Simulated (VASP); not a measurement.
# CaO (Cmcm) in VASP: a series of runs, part 3 of 3

VASP 6.6.1.

### Step 5. Single point, LDA (strain +0.0150 x Voigt [1, 0, 0, 0, 0, 0])

INCAR reads:

```
PREC     = Accurate       # precision mode
ENCUT    = 520            # plane-wave cutoff, eV
EDIFF    = 1E-7           # SCF threshold, eV
ISMEAR   = 0              # smearing method
SIGMA    = 0.05           # smearing width, eV
LREAL    = F              # projectors in reciprocal space
LASPH    = T              # aspherical terms in the spheres
NELM     = 80             # most SCF steps
ALGO     = Normal         # electronic algorithm
ISIF     = 2              # what is computed and relaxed
LWAVE    = F              # write WAVECAR
LCHARG   = F              # write CHGCAR
NBANDS   = 24             # bands
```

KPOINTS reads:

```
Automatic mesh
0
Gamma
  9 9 6
```

POSCAR reads:

```
CaO
1.0
    4.0518554619      0.0000000000      0.0000000000
   -2.0259277309      3.4571524753      0.0000000000
    0.0000000000      0.0000000000      4.7848400100
Ca O
2 2
Direct
    0.3333333333      0.6666666667      0.7500000000
    0.6666666667      0.3333333333      0.2500000000
    0.3333333333      0.6666666667      0.2500000000
    0.6666666667      0.3333333333      0.7500000000
```

Potentials or basis: VASP PAW LDA potentials, release 64 (Ca_sv, O).

Run with:

```sh
$ cat potpaw_LDA.64/Ca_sv/POTCAR potpaw_LDA.64/O/POTCAR > POTCAR
$ mpirun -np 1 vasp_std > vasp.out
```

OUTCAR:

```text
PREC = Accurate
   ENCUT = 520
   EDIFF = 1E-7
   ISMEAR = 0
   LREAL = F
   LASPH = T
   NELM = 80
   ISIF = 2

 ion  position               nearest neighbor table
   1  0.333  0.667  0.750-   4 2.30   4 2.33   4 2.33   3 2.39   3 2.39
   2  0.667  0.333  0.250-   3 2.30   3 2.33   3 2.33   4 2.39   4 2.39
   3  0.333  0.667  0.250-   2 2.30   2 2.33   2 2.33   1 2.39   1 2.39
   4  0.667  0.333  0.750-   1 2.30   1 2.33   1 2.33   2 2.39   2 2.39

  Warning from LATTYP: Monoclinic adjustment (A1->A3, A2->A1, A3->A2)!
  LATTYP: Found a base centered orthorhombic cell.
 ALAT       =     4.0518554619
 B/A-ratio  =     1.7064539976
 C/A-ratio  =     1.1809009613

  Lattice vectors:

 A1 = (   2.0259277309,  -3.4571524753,   0.0000000000)
 A2 = (   2.0259277310,   3.4571524753,   0.0000000000)
 A3 = (   0.0000000000,   0.0000000000,   4.7848400100)

Analysis of symmetry for initial positions (statically):
=====================================================================
 Subroutine PRICEL returns:
 Original cell was already a primitive cell.

 Routine SETGRP: Setting up the symmetry group for a
 base centered orthorhombic supercell.

 Subroutine GETGRP returns: Found  8 space group operations
 (whereof  4 operations were pure point group operations)
 out of a pool of  8 trial point group operations.

The static configuration has the point symmetry C_2h.
 The point group associated with its full space group is D_2h.

Analysis of symmetry for dynamics (positions and initial velocities):
=====================================================================
 Subroutine PRICEL returns:
 Original cell was already a primitive cell.

 Routine SETGRP: Setting up the symmetry group for a
 base centered orthorhombic supercell.

 Subroutine GETGRP returns: Found  8 space group operations
 (whereof  4 operations were pure point group operations)
 out of a pool of  8 trial point group operations.

The dynamic configuration has the point symmetry C_2h.
 The point group associated with its full space group is D_2h.

 Subroutine INISYM returns: Found  8 space group operations
 (whereof  4 operations are pure point group operations),
 and found     1 'primitive' translations

----------------------------------------------------------------------------------------

                                     Primitive cell

  volume of cell :      67.0255

  direct lattice vectors                    reciprocal lattice vectors
     4.051855462  0.000000000  0.000000000     0.246800511  0.144627697  0.000000000
    -2.025927731  3.457152475  0.000000000     0.000000000  0.289255394  0.000000000
     0.000000000  0.000000000  4.784840010     0.000000000  0.000000000  0.208993404

  length of vectors
     4.051855462  4.007029624  4.784840010     0.286055350  0.289255394  0.208993404

  position of ions in fractional coordinates (direct lattice)
     0.333333333  0.666666667  0.750000000
     0.666666667  0.333333333  0.250000000
     0.333333333  0.666666667  0.250000000
     0.666666667  0.333333333  0.750000000

  ion indices of the primitive-cell ions
   primitive index   ion index
                 1           1
                 2           2
                 3           3
                 4           4

[... 23 lines left out ...]

 Found    100 irreducible k-points:

 Following reciprocal coordinates:
            Coordinates               Weight
  0.000000  0.000000  0.000000      1.000000
  0.111111 -0.000000  0.000000      4.000000
  0.222222 -0.000000  0.000000      4.000000
  0.333333 -0.000000  0.000000      4.000000
  0.444444 -0.000000  0.000000      4.000000
  0.000000  0.111111  0.000000      2.000000
[... 16 lines left out ...]
  0.333333  0.333333  0.000000      2.000000
  0.000000  0.444444  0.000000      2.000000
 [... further k-points ...]
   k-points           NKPTS =    100   k-points in BZ     NKDIM =    100   number of bands    NBANDS=     24
   number of dos      NEDOS =    301   number of ions     NIONS =      4
   total plane-waves  NPLWV =  32400
   dimension x,y,z NGX =    30 NGY =   30 NGZ =   36
   dimension x,y,z NGXF=    60 NGYF=   60 NGZF=   72
   ions per type =               2   2
   NGX,Y,Z   is equivalent  to a cutoff of  12.31, 12.45, 12.51 a.u.
   NGXF,Y,Z  is equivalent  to a cutoff of  24.62, 24.89, 25.02 a.u.
 SYSTEM =  unknown system
   PREC   = accura    normal or accurate (medium, high low for compatibility)
   ISTART =      0    job   : 0-new  1-cont  2-samecut
   ICHARG =      2    charge: 1-file 2-atom 10-const
   ISPIN  =      1    spin polarized calculation?
   LNONCOLLINEAR =      F non collinear calculations
   LSORBIT =      F    spin-orbit coupling
   LASPH  =      T    aspherical Exc in radial PAW
   ENCUT  =  520.0 eV  38.22 Ry    6.18 a.u.   7.53  7.45  8.90*2*pi/ulx,y,z
   NELM   =     80;   NELMIN=  2; NELMDL= -5     # of ELM steps
   EDIFF  = 0.1E-06   stopping-criterion for ELM
   LREAL  =      F    real-space projection
   EDIFFG = 0.1E-05   stopping-criterion for IOM
   NSW    =      0    number of steps for IOM
   IBRION =     -1    ionic relax: 0-MD 1-quasi-New 2-CG
   NFREE  =      0    steps in history (QN), initial steepest desc. (CG)
   ISIF   =      2    stress and relaxation
   ISYM   =      2    0-nonsym 1-usesym 2-fastsym
   POTIM  = 0.5000    time-step for ionic-motion
   TEBEG  =    0.0;   TEEND  =   0.0 temperature during run
   PSTRESS=    0.0 pullay stress
   NELECT =      32.0000    total number of electrons
   NUPDOWN=      -1.0000    fix difference up-down
   EMIN   =  10.00;   EMAX   =-10.00  energy-range for DOS
   EFERMI =   0.00;   METHOD = LEGACY
   ISMEAR =     0;   SIGMA  =   0.05  broadening in eV -4-tet -1-fermi 0-gaus
   EFERMI_NEDOS =   21; number of points for ismear=-14 and -15
   IALGO  =     38    algorithm
   IMIX   =      4    mixing-type and parameters
     AMIX     =   0.40;   BMIX     =  1.00
     AMIX_MAG =   1.60;   BMIX_MAG =  1.00
  volume/ion in A,a.u.               =      16.76       113.08
  Fermi-wavevector in a.u.,A,eV,Ry     =   1.279513  2.417930 22.274842  1.637155
  Thomas-Fermi vector in A             =   2.411995
   LORBIT       =      0    0 simple, 1 ext, 2 COOP (PROOUT), +10 PAW based schemes
   GGA     = CA    functional components
   LHFCALC =     F    Hartree Fock is set to
   AEXX    =    0.0000 exact exchange contribution
   IVDW    =     0    specifies the selected vdW correction
   LEPSILON=     F    determine dielectric tensor
   LRPA    =     F    only Hartree local field effects (RPA)
 non-spin polarized calculation
 Gauss-broadening in eV      SIGMA  =   0.05
  energy-cutoff  :      520.00
  volume of cell :       67.03
 maximum number of plane-waves:      1827
 NGX is ok and might be reduce to    30
   NGX = 15   NGY = 15   NGZ = 17

 number of electron      32.0000000 magnetization

 Free energy of the ion-electron system (eV)
  ---------------------------------------------------
  ext. energy  EPLUGINS =         0.00000000
  ---------------------------------------------------
  free energy    TOTEN  =       -27.90466895 eV

  energy without entropy =      -27.90466895  energy(sigma->0) =      -27.90466895

 E-fermi :   1.1304     XC(G=0):  -9.8882

 val. band max:        0.9292544420   @ k =   0.0000   0.0000   0.0000
 cond. band min:       3.8576640378   @ k =   0.0000   0.0000   0.0000
 fundamental gap:      2.9284095959
 Fermi energy:         1.1303961167

 k-point     1 :       0.0000    0.0000    0.0000
  band No.  band energies     occupation
      1     -36.2291      2.00000
      2     -36.0945      2.00000
      3     -17.8673      2.00000
      4     -17.6288      2.00000
      5     -17.6243      2.00000
      6     -17.4240      2.00000
[... 637 lines left out ...]
     23       9.1933      0.00000
     24       9.3841      0.00000

 [... further k-points ...]

------------------------ aborting loop because EDIFF is reached ----------------------------------------

  FORCE on cell =-STRESS in cart. coord.  units (eV):
  Direction    XX          YY          ZZ          XY          YZ          ZX
  --------------------------------------------------------------------------------------
  -------------------------------------------------------------------------------------
  Total       -2.8198683     -2.3528115     -2.6074591     -0.0000000      0.0000000      0.0000000
  in kB      -67.4061465    -56.2416189    -62.3287174     -0.0000000      0.0000000      0.0000000
  external PRESSURE =     -61.9921610 kB  Pullay stress =       0.0000000 kB

 VOLUME and BASIS-vectors are now :
 -----------------------------------------------------------------------------
  energy-cutoff  :      520.00
  volume of cell :       67.03
      direct lattice vectors                 reciprocal lattice vectors
     4.051855462  0.000000000  0.000000000     0.246800511  0.144627697  0.000000000
    -2.025927731  3.457152475  0.000000000     0.000000000  0.289255394  0.000000000
     0.000000000  0.000000000  4.784840010     0.000000000  0.000000000  0.208993404

 POSITION                                       TOTAL-FORCE (eV/Angst)
 -----------------------------------------------------------------------------------
     -0.00000      2.30477      3.58863        -0.000000     -0.074824     -0.000000
      2.02593      1.15238      1.19621         0.000000      0.074824     -0.000000
     -0.00000      2.30477      1.19621        -0.000000     -0.053042      0.000000
      2.02593      1.15238      3.58863         0.000000      0.053042     -0.000000
 -----------------------------------------------------------------------------------
    total drift:                               -0.000000      0.000000     -0.000000

  FREE ENERGIE OF THE ION-ELECTRON SYSTEM (eV)
  ---------------------------------------------------
  free  energy   TOTEN  =       -27.9046689535 eV

  energy  without entropy=      -27.9046689535  energy(sigma->0) =      -27.90466895
```

Run time: 2.2 min. Hardware: 1 thread of Oxide Virtual Turin-like, shared host; peak memory 0.22 GiB.

Results:

```yaml
Free_energy: -27.9047 eV
Pressure: -6.2 GPa
Largest_force: 0.075 eV/Å
Band_gap_on_the_k_mesh: 2.93 eV
```

Forces on the atoms (eV/Å):
```
Ca   0.000 -0.075  0.000
Ca   0.000  0.075  0.000
O    0.000 -0.053  0.000
O    0.000  0.053  0.000
```

Stress tensor (GPa, compression positive):
```
-6.74  0.00  0.00
 0.00 -5.62  0.00
 0.00  0.00 -6.23
```

Levels at points of the mesh, in eV from the valence-band top:
| k point | band 12 | band 13 | band 14 | band 15 | band 16 | band 17 | band 18 | band 19 | band 20 | band 21 |
| --- | --- | --- | --- | --- | --- | --- | --- | --- | --- | --- |
| (0.00, 0.00, 0.00) | -1.19 | -1.16 | -1.14 | -1.10 | 0.00 | 2.93 | 5.94 | 5.95 | 7.58 | 7.61 |
| (0.00, 0.00, 0.50) | -1.61 | -1.31 | -1.31 | -1.29 | -1.29 | 4.73 | 4.73 | 7.60 | 7.60 | 7.63 |

Caveat: the cell differs from its parent crystal (strain +0.0150 x Voigt [1, 0, 0, 0, 0, 0]); the cell stands under tension. A k mesh can miss the band edges.

### Step 6. Single point, LDA (strain +0.0175 x Voigt [1, 0, 0, 0, 0, 0])

INCAR reads:

```
ALGO     = Normal         # electronic algorithm
EDIFF    = 1E-7           # SCF threshold, eV
ENCUT    = 520            # plane-wave cutoff, eV
GGA      = CA             # functional
ISIF     = 2              # what is computed and relaxed
ISMEAR   = 0              # smearing method
LASPH    = T              # aspherical terms in the spheres
LCHARG   = F              # write CHGCAR
LREAL    = F              # projectors in reciprocal space
LWAVE    = F              # write WAVECAR
NBANDS   = 24             # bands
NELM     = 60             # most SCF steps
PREC     = Accurate       # precision mode
SIGMA    = 0.05           # smearing width, eV
```

KPOINTS reads:

```
k-points
0
Gamma
  9 9 6
```

POSCAR: that of step 5 with these lines changed.

```diff
@@ -2,4 +2,4 @@
 1.0
-    4.0518554619      0.0000000000      0.0000000000
-   -2.0259277309      3.4571524753      0.0000000000
+    4.0618354014      0.0000000000      0.0000000000
+   -2.0309177007      3.4571524753      0.0000000000
     0.0000000000      0.0000000000      4.7848400100
```

Potentials or basis: VASP PAW LDA potentials, release 64 (Ca_sv, O).

Run with:

```sh
$ cat potpaw_LDA.64/Ca_sv/POTCAR potpaw_LDA.64/O/POTCAR > POTCAR
$ mpirun -np 1 vasp_std > vasp.out
```

Wall time 96 s (1 thread of Oxide Virtual Turin-like, shared host); peak memory 0.21 GiB.

The run converged. Its results:

```yaml
Free_energy: -27.8977 eV
Pressure: -6.4 GPa
Largest_force: 0.086 eV/Å
Band_gap_on_the_k_mesh: 2.92 eV
```

Forces in eV/Å, atoms in the order of the input:
```
Ca   0.000 -0.086  0.000
Ca   0.000  0.086  0.000
O    0.000 -0.061  0.000
O    0.000  0.061  0.000
```

Stress tensor (GPa, compression positive):
```
-7.03  0.00  0.00
 0.00 -5.74  0.00
 0.00  0.00 -6.34
```

Levels at points of the mesh, in eV from the valence-band top:
```csv
k point,band 12,band 13,band 14,band 15,band 16,band 17,band 18,band 19,band 20,band 21
"(0.00, 0.00, 0.00)",-1.19,-1.16,-1.13,-1.09,0.00,2.92,5.93,5.95,7.56,7.61
"(0.00, 0.00, 0.50)",-1.61,-1.31,-1.31,-1.28,-1.28,4.72,4.72,7.59,7.59,7.62
```

Caveat: the cell differs from its parent crystal (strain +0.0175 x Voigt [1, 0, 0, 0, 0, 0]); the cell stands under tension. A k mesh can miss the band edges.

### Step 7. The runs side by side

| cell | gap on the mesh (eV) | pressure (GPa) | largest force (eV/Å) |
| --- | --- | --- | --- |
| a = 3.912, b = 3.972, c = 4.785 Å, angles 90.0, 90.0, 119.5°, 4 atoms | 3.10 | -3.5 | 0.12 |
| a = 3.972, b = 3.987, c = 4.785 Å, angles 90.0, 90.0, 119.9°, 4 atoms | 3.02 | -4.7 | 0.03 |
| a = 4.032, b = 4.002, c = 4.785 Å, angles 90.0, 90.0, 120.2°, 4 atoms | 2.95 | -5.9 | 0.05 |
| a = 4.052, b = 4.007, c = 4.785 Å, angles 90.0, 90.0, 120.4°, 4 atoms | 2.93 | -6.2 | 0.07 |
| a = 4.062, b = 4.010, c = 4.785 Å, angles 90.0, 90.0, 120.4°, 4 atoms | 2.92 | -6.4 | 0.09 |

Alike in all rows: task single point; level LDA; potentials or basis VASP PAW LDA potentials, release 64 (Ca_sv, O); no spin polarisation; k mesh 9 × 9 × 6; cutoff (eV) 520; smearing gaussian 0.05 eV.

Caveats: the cell stands under tension.

Total energies depend on the potentials used, so only differences within one code and one set of settings carry meaning.
